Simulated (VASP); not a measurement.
The system is InAs.

```xyz
2
Lattice="0.0000 2.9630 2.9630 2.9630 0.0000 2.9630 2.9630 2.9630 0.0000" Properties=species:S:1:pos:R:3 pbc="T T T"
In    0.0000    0.0000    0.0000
As    1.4815    1.4815    1.4815
```

This cell differs from its parent crystal: strain -3.0%.

Base run:

- Program: VASP 6.6.1
- Functional: r2SCAN
- Potentials or basis: VASP PAW PBE potentials, release 64 (In_d, As_d)
- Cutoff: 560 eV
- k mesh: 8 × 8 × 8
- Occupations: fermi-dirac, width 0.02 eV
- Spin: no spin polarisation

Its results: band gap on the k mesh 0.58 eV; pressure 6.5 GPa.

Q: The run is repeated on the same cell with these changes: functional from r2SCAN to PBE; cutoff from 560 eV to 510 eV. What comes out?

A: Band gap on the k mesh 0.11 eV; pressure 8.5 GPa.

Caveats: the cell stands under pressure; semilocal functionals underestimate gaps, and a narrow one can read as zero; spin-orbit coupling is left out, which moves the levels of the heavy elements; the PAW data sets were made with another functional, which shifts forces and pressure a little (at least some runs).

